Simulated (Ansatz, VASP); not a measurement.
# PbS in VASP and in Ansatz

```xyz
2
Lattice="0.0000 2.6934 2.6934 2.6934 0.0000 2.6934 2.6934 2.6934 0.0000" Properties=species:S:1:pos:R:3 pbc="T T T"
Pb    0.0000    0.0000    0.0000
S     2.6934    2.6934    2.6934
```

Alike in both runs: task relaxation of cell and atoms; functional PBE; k mesh 13 × 13 × 13; occupations fermi-dirac, width 0.1 eV; no spin polarisation.

```csv
,VASP,Ansatz
version,VASP 6.6.1,Ansatz 0.2.0
potentials or method,"VASP PAW PBE potentials, release 64 (Pb_d, S)","PAW with Ansatz's default frozen-core files, scalar-relativistic"
plane-wave cutoff (eV),600,420
valence electrons in the cell,20,20
```

Ansatz gave:

* relaxed volume (Å³/atom): 27.11
* relaxed cell length with the largest relative difference (Å): 4.249

Task: What did VASP give for the same quantities?

Result: Relaxed volume (Å³/atom): 27.09; relaxed cell length with the largest relative difference (Å): 4.247.

Neither program's run includes spin-orbit coupling. Noted on VASP's run: the volume moved by over 15 % at a fixed basis, so the end points are rough.
